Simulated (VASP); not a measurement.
A run of VASP 6.6.1 is set up as follows.

File INCAR:

```
PREC = Accurate
ENCUT = 520
EDIFF = 1E-7
ISMEAR = 0
SIGMA = 0.02
LREAL = F
LASPH = T
NELM = 100
ALGO = Normal
ISIF = 2
LWAVE = F
LCHARG = F
GGA = PE
NBANDS = 56
```

Contents of KPOINTS:

```
Automatic mesh
0
Gamma
  4 6 6
```

POSCAR

```
HfO2
1.0
    5.2945362662      0.0000000000      0.0000000000
    0.0000000000      5.0697560509      0.0000000000
    0.0000000000      0.0000000000      5.1018666730
Hf O
4 8
Direct
    0.0325987222      0.2663012768      0.2399951562
    0.4674012778      0.2663012768      0.7399951562
    0.5325987222      0.7336987232      0.2399951562
    0.9674012778      0.7336987232      0.7399951562
    0.3654165412      0.0676074763      0.3831701628
    0.1345834588      0.0676074763      0.8831701628
    0.7292125326      0.4627986641      0.4898346810
    0.7707874674      0.4627986641      0.9898346810
    0.2707874674      0.5372013359      0.9898346810
    0.2292125326      0.5372013359      0.4898346810
    0.8654165412      0.9323925237      0.3831701628
    0.6345834588      0.9323925237      0.8831701628
```

Potentials or basis: VASP PAW PBE potentials, release 64 (Hf_pv, O).

Run with:

```console
$ cat potpaw_PBE.64/Hf_pv/POTCAR potpaw_PBE.64/O/POTCAR > POTCAR
$ mpirun -np 1 vasp_std > vasp.out
```

**Question.** What does it give for the largest force?

**Answer.** 0.060 eV/Å.

**Question.** Predict the band gap on the k mesh.

**Answer.** 4.32 eV, indirect (least direct gap 4.57 eV).

**Question.** What does it give for the pressure?

**Answer.** -3.2 GPa.

Stress tensor (GPa, compression positive):
```
-3.26  0.00  0.00
 0.00 -3.25  0.00
 0.00  0.00 -3.16
```

Caveat: spin-orbit coupling is left out, which moves the levels of the heavy elements. A k mesh can miss the band edges.
